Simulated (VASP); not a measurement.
# Ti4C5 (a cell with a defect) in VASP: relaxation of the atoms with PBE

Aim: the relaxation of the atoms of Ti4C5 (a cell with a defect) with PBE.

All numbers are computed with VASP 6.6.1; they aren't measurements. Logs are shortened: lines on timing, memory, paths and dates and some standing lists are left out, and cuts for length are marked.

## 1. The cell of the first run

The cell holds a defect, 9 atoms: a = 4.333 Å, b = 4.333 Å, c = 4.333 Å, α = 90.00°, β = 90.00°, γ = 90.00°.

## 2. Relaxation of the atoms, PBE (with an interstitial atom)

INCAR reads:

```
PREC = Accurate ; ENCUT = 520
EDIFF = 1E-6 ; ISMEAR = 0
SIGMA = 0.1 ; LREAL = False
LASPH = True ; NELM = 100
ALGO = Normal ; ISIF = 2
LWAVE = False ; LCHARG = False
GGA = PE ; IBRION = 2
NSW = 65 ; EDIFFG = -0.025
```

KPOINTS reads:

```
Automatic mesh
0
Gamma
  6 6 6
  0.5 0.5 0.5
```

POSCAR reads:

```
Ti4C5
1.0
    0.0000000000      0.0000000000     -4.3327798708
    0.0000000000     -4.3327798708      0.0000000000
   -4.3327798708      0.0000000000      0.0000000000
Ti C
4 5
Direct
    0.0000000000      0.0000000000      0.0000000000
    1.0000000000      0.5000000000      0.5000000000
    0.5000000000      1.0000000000      0.5000000000
    0.5000000000      0.5000000000      0.0000000000
    0.0000000000      0.0000000000      0.5000000000
    0.0000000000      0.5000000000      0.0000000000
    0.5000000000      0.0000000000      0.0000000000
    0.5000000000      0.5000000000      0.5000000000
    0.7500000000      0.7500000000      0.7500000000
```

Potentials or basis: VASP PAW PBE potentials, release 64 (Ti_sv, C).

Launch:

```console
$ cat potpaw_PBE.64/Ti_sv/POTCAR potpaw_PBE.64/C/POTCAR > POTCAR
$ mpirun -np 1 vasp_std > vasp.out
```

OUTCAR:

```text
PREC = Accurate
   ENCUT = 520
   EDIFF = 1E-6
   ISMEAR = 0
   LREAL = False
   LASPH = True
   NELM = 100
   ISIF = 2
   GGA = PE
   IBRION = 2
   NSW = 65
   EDIFFG = -0.025

 ion  position               nearest neighbor table
   1  0.000  0.000  0.000-   9 1.88   6 2.17   7 2.17   5 2.17   5 2.17   6 2.17   7 2.17
   2  0.000  0.500  0.500-   9 1.88   6 2.17   8 2.17   5 2.17   6 2.17   5 2.17   8 2.17
   3  0.500  0.000  0.500-   9 1.88   7 2.17   8 2.17   5 2.17   7 2.17   8 2.17   5 2.17
   4  0.500  0.500  0.000-   9 1.88   7 2.17   8 2.17   6 2.17   8 2.17   7 2.17   6 2.17
   5  0.000  0.000  0.500-   9 1.88   2 2.17   3 2.17   1 2.17   1 2.17   2 2.17   3 2.17
   6  0.000  0.500  0.000-   9 1.88   2 2.17   4 2.17   1 2.17   2 2.17   1 2.17   4 2.17
   7  0.500  0.000  0.000-   9 1.88   3 2.17   4 2.17   1 2.17   3 2.17   4 2.17   1 2.17
   8  0.500  0.500  0.500-   9 1.88   3 2.17   4 2.17   2 2.17   4 2.17   3 2.17   2 2.17
   9  0.750  0.750  0.750-   1 1.88   2 1.88   3 1.88   4 1.88   5 1.88   6 1.88   7 1.88   8 1.88

  LATTYP: Found a simple cubic cell.
 ALAT       =     4.3327798708

  Lattice vectors:

 A1 = (   0.0000000000,   0.0000000000,  -4.3327798708)
 A2 = (   0.0000000000,  -4.3327798708,   0.0000000000)
 A3 = (  -4.3327798708,   0.0000000000,   0.0000000000)

Analysis of symmetry for initial positions (statically):
=====================================================================
 Subroutine PRICEL returns:
 Original cell was already a primitive cell.

 Routine SETGRP: Setting up the symmetry group for a
 simple cubic supercell.

 Subroutine GETGRP returns: Found 24 space group operations
 (whereof  6 operations were pure point group operations)
 out of a pool of 48 trial point group operations.

The static configuration has the point symmetry C_3v.
 The point group associated with its full space group is T_d .

Analysis of symmetry for dynamics (positions and initial velocities):
=====================================================================
 Subroutine PRICEL returns:
 Original cell was already a primitive cell.

 Routine SETGRP: Setting up the symmetry group for a
 simple cubic supercell.

 Subroutine GETGRP returns: Found 24 space group operations
 (whereof  6 operations were pure point group operations)
 out of a pool of 48 trial point group operations.

The dynamic configuration has the point symmetry C_3v.
 The point group associated with its full space group is T_d .

 Subroutine INISYM returns: Found 24 space group operations
 (whereof  6 operations are pure point group operations),
 and found     1 'primitive' translations

----------------------------------------------------------------------------------------

                                     Primitive cell

  volume of cell :      81.3392

  direct lattice vectors                    reciprocal lattice vectors
     0.000000000  0.000000000 -4.332779871     0.000000000  0.000000000 -0.230798709
     0.000000000 -4.332779871  0.000000000     0.000000000 -0.230798709  0.000000000
    -4.332779871  0.000000000  0.000000000    -0.230798709  0.000000000  0.000000000

  length of vectors
     4.332779871  4.332779871  4.332779871     0.230798709  0.230798709  0.230798709

  position of ions in fractional coordinates (direct lattice)
     0.000000000  0.000000000  0.000000000
     0.000000000  0.500000000  0.500000000
     0.500000000  0.000000000  0.500000000
     0.500000000  0.500000000  0.000000000
     0.000000000  0.000000000  0.500000000
     0.000000000  0.500000000  0.000000000
     0.500000000  0.000000000  0.000000000
     0.500000000  0.500000000  0.500000000
     0.750000000  0.750000000  0.750000000

  ion indices of the primitive-cell ions
   primitive index   ion index
                 1           1
                 2           2
                 3           3
                 4           4
                 5           5
                 6           6
                 7           7
                 8           8
                 9           9

----------------------------------------------------------------------------------------

 KPOINTS: Automatic mesh

Automatic generation of k-mesh.
 Grid dimensions read from file:
 generate k-points for:    6    6    6

 Generating k-lattice:

  Cartesian coordinates                     Fractional coordinates (reciprocal lattice)
     0.000000000  0.000000000 -0.038466451     0.166666667  0.000000000  0.000000000
     0.000000000 -0.038466451  0.000000000     0.000000000  0.166666667  0.000000000
    -0.038466451  0.000000000  0.000000000     0.000000000  0.000000000  0.166666667

  Length of vectors
     0.038466451  0.038466451  0.038466451

  Shift w.r.t. Gamma in fractional coordinates (k-lattice)
     0.500000000  0.500000000  0.500000000

 Subroutine IBZKPT returns following result:
 ===========================================

 Found     10 irreducible k-points:

 Following reciprocal coordinates:
            Coordinates               Weight
  0.083333  0.083333  0.083333      8.000000
  0.250000  0.083333  0.083333     24.000000
  0.416667  0.083333  0.083333     24.000000
  0.250000  0.250000  0.083333     24.000000
  0.416667  0.250000  0.083333     48.000000
  0.416667  0.416667  0.083333     24.000000
  0.250000  0.250000  0.250000      8.000000
  0.416667  0.250000  0.250000     24.000000
  0.416667  0.416667  0.250000     24.000000
  0.416667  0.416667  0.416667      8.000000
   k-points           NKPTS =     10   k-points in BZ     NKDIM =     10   number of bands    NBANDS=     40
   number of dos      NEDOS =    301   number of ions     NIONS =      9
   total plane-waves  NPLWV =  32768
   dimension x,y,z NGX =    32 NGY =   32 NGZ =   32
   dimension x,y,z NGXF=    64 NGYF=   64 NGZF=   64
   ions per type =               4   5
   NGX,Y,Z   is equivalent  to a cutoff of  12.28, 12.28, 12.28 a.u.
   NGXF,Y,Z  is equivalent  to a cutoff of  24.56, 24.56, 24.56 a.u.
 SYSTEM =  unknown system
   PREC   = accura    normal or accurate (medium, high low for compatibility)
   ISTART =      0    job   : 0-new  1-cont  2-samecut
   ICHARG =      2    charge: 1-file 2-atom 10-const
   ISPIN  =      1    spin polarized calculation?
   LNONCOLLINEAR =      F non collinear calculations
   LSORBIT =      F    spin-orbit coupling
   LASPH  =      T    aspherical Exc in radial PAW
   ENCUT  =  520.0 eV  38.22 Ry    6.18 a.u.   8.06  8.06  8.06*2*pi/ulx,y,z
   NELM   =    100;   NELMIN=  2; NELMDL= -5     # of ELM steps
   EDIFF  = 0.1E-05   stopping-criterion for ELM
   LREAL  =      F    real-space projection
   EDIFFG = -.3E-01   stopping-criterion for IOM
   NSW    =     65    number of steps for IOM
   IBRION =      2    ionic relax: 0-MD 1-quasi-New 2-CG
   NFREE  =      1    steps in history (QN), initial steepest desc. (CG)
   ISIF   =      2    stress and relaxation
   ISYM   =      2    0-nonsym 1-usesym 2-fastsym
   POTIM  = 0.5000    time-step for ionic-motion
   TEBEG  =    0.0;   TEEND  =   0.0 temperature during run
   PSTRESS=    0.0 pullay stress
   NELECT =      68.0000    total number of electrons
   NUPDOWN=      -1.0000    fix difference up-down
   EMIN   =  10.00;   EMAX   =-10.00  energy-range for DOS
   EFERMI =   0.00;   METHOD = LEGACY
   ISMEAR =     0;   SIGMA  =   0.10  broadening in eV -4-tet -1-fermi 0-gaus
   EFERMI_NEDOS =   21; number of points for ismear=-14 and -15
   IALGO  =     38    algorithm
   IMIX   =      4    mixing-type and parameters
     AMIX     =   0.40;   BMIX     =  1.00
     AMIX_MAG =   1.60;   BMIX_MAG =  1.00
  volume/ion in A,a.u.               =       9.04        60.99
  Fermi-wavevector in a.u.,A,eV,Ry     =   1.542214  2.914361 32.360404  2.378423
  Thomas-Fermi vector in A             =   2.648050
   LORBIT       =      0    0 simple, 1 ext, 2 COOP (PROOUT), +10 PAW based schemes
   GGA     = PE    functional components
   LHFCALC =     F    Hartree Fock is set to
   AEXX    =    0.0000 exact exchange contribution
   IVDW    =     0    specifies the selected vdW correction
   LEPSILON=     F    determine dielectric tensor
   LRPA    =     F    only Hartree local field effects (RPA)
 conjugate gradient relaxation of ions
 non-spin polarized calculation
 Gauss-broadening in eV      SIGMA  =   0.10
  energy-cutoff  :      520.00
  volume of cell :       81.34
 maximum number of plane-waves:      2230
 NGX is ok and might be reduce to    32
   NGX = 17   NGY = 17   NGZ = 17

--------------------------------------- Ionic step        1  -------------------------------------------

 number of electron      68.0000023 magnetization

 Free energy of the ion-electron system (eV)
  ---------------------------------------------------
  ext. energy  EPLUGINS =         0.00000000
  ---------------------------------------------------
  free energy    TOTEN  =       -77.50786590 eV

  energy without entropy =      -77.48773235  energy(sigma->0) =      -77.49779913

------------------------ aborting loop because EDIFF is reached ----------------------------------------

  FORCE on cell =-STRESS in cart. coord.  units (eV):
  Direction    XX          YY          ZZ          XY          YZ          ZX
  --------------------------------------------------------------------------------------
  -------------------------------------------------------------------------------------
  Total       13.0719139     13.0719139     13.0719139      0.0000000      0.0000000      0.0000000
  in kB      257.4837852    257.4837852    257.4837852      0.0000000      0.0000000      0.0000000
  external PRESSURE =     257.4837852 kB  Pullay stress =       0.0000000 kB
[... 110 lines left out ...]
  FREE ENERGIE OF THE ION-ELECTRON SYSTEM (eV)
  ---------------------------------------------------
  free  energy   TOTEN  =       -78.4784828481 eV

  energy  without entropy=      -78.4633014044  energy(sigma->0) =      -78.47089213

[... ionic steps 4 to 8 ...]

--------------------------------------- Ionic step        9  -------------------------------------------

 number of electron      67.9999953 magnetization

------------------------ aborting loop because EDIFF is reached ----------------------------------------

  FORCE on cell =-STRESS in cart. coord.  units (eV):
  Direction    XX          YY          ZZ          XY          YZ          ZX
  --------------------------------------------------------------------------------------
  -------------------------------------------------------------------------------------
  Total        7.9403353      7.9403353      7.9403353      0.0000000      0.0000000      0.0000000
  in kB      156.4046096    156.4046096    156.4046096      0.0000000      0.0000000      0.0000000
  external PRESSURE =     156.4046096 kB  Pullay stress =       0.0000000 kB
[... 71 lines left out ...]
  energy  without entropy=      -78.7764489925  energy(sigma->0) =      -78.78631970

--------------------------------------- Ionic step       11  -------------------------------------------

 number of electron      67.9999973 magnetization

 Free energy of the ion-electron system (eV)
  ---------------------------------------------------
  ext. energy  EPLUGINS =         0.00000000
  ---------------------------------------------------
  free energy    TOTEN  =       -78.79632908 eV

  energy without entropy =      -78.77657667  energy(sigma->0) =      -78.78645288

 E-fermi :  11.0203     XC(G=0): -13.0895

 val. band max:       10.9396218482   @ k =   0.2500   0.2500   0.2500
 cond. band min:      11.0285862022   @ k =   0.2500   0.0833   0.0833
 fundamental gap:      0.0889643540
 Fermi energy:        11.0202561250

 k-point     1 :       0.0833    0.0833    0.0833
  band No.  band energies     occupation
      1     -45.8865      2.00000
      2     -45.7675      2.00000
      3     -45.7670      2.00000
      4     -45.7670      2.00000
      5     -22.6146      2.00000
      6     -22.3506      2.00000
[... 455 lines left out ...]
  FREE ENERGIE OF THE ION-ELECTRON SYSTEM (eV)
  ---------------------------------------------------
  free  energy   TOTEN  =       -78.7963290816 eV

  energy  without entropy=      -78.7765766729  energy(sigma->0) =      -78.78645288

 reached required accuracy - stopping structural energy minimisation
```

Run time: 6 min. Hardware: 1 thread of AMD EPYC 7R43 (Zen 3), shared host; peak memory 0.15 GiB.

Results:

```yaml
Free_energy: -78.7963 eV
Energy_gained_by_relaxing: 143.2 meV/atom
Ionic_steps: 11
Pressure_after_relaxing: 15.9 GPa
Largest_force_after_relaxing: 0.008 eV/Å
Band_gap_on_the_k_mesh: zero (bands 34 and 35 overlap by 0.98 eV)
```

Forces in eV/Å, atoms in the order of the input:
```
Ti   0.000  0.000  0.000
Ti   0.000  0.000  0.000
Ti   0.000  0.000  0.000
Ti   0.000  0.000  0.000
C    0.005 -0.005 -0.005
C   -0.005  0.005 -0.005
C   -0.005 -0.005  0.005
C    0.005  0.005  0.005
C    0.000  0.000  0.000
```

Step by step:
```tsv
step	energy change (eV)	largest force (eV/Å)	pressure (GPa)
1	0.0000	4.1780	25.75
2	-0.4705	2.9471	21.72
3	-0.9706	0.9760	19.83
4	-1.1167	0.7033	18.26
5	-1.2728	0.3301	16.00
6	-1.2833	0.1986	16.15
7	-1.2857	0.2089	16.09
8	-1.2856	0.2126	16.06
9	-1.2834	0.2751	15.64
10	-1.2883	0.0294	15.86
11	-1.2885	0.0084	15.87
```

Final structure:
```
CELL_PARAMETERS angstrom
0.00000 0.00000 -4.33278
0.00000 -4.33278 0.00000
-4.33278 0.00000 0.00000
ATOMIC_POSITIONS crystal
Ti 0.02143 0.02143 0.02143
Ti 0.02143 0.47857 0.47857
Ti 0.47857 0.02143 0.47857
Ti 0.47857 0.47857 0.02143
C 0.98037 0.98037 0.51963
C 0.98037 0.51963 0.98037
C 0.51963 0.98037 0.98037
C 0.51963 0.51963 0.51963
C 0.75000 0.75000 0.75000
```

Caveat: the cell differs from its parent crystal (with an interstitial atom).
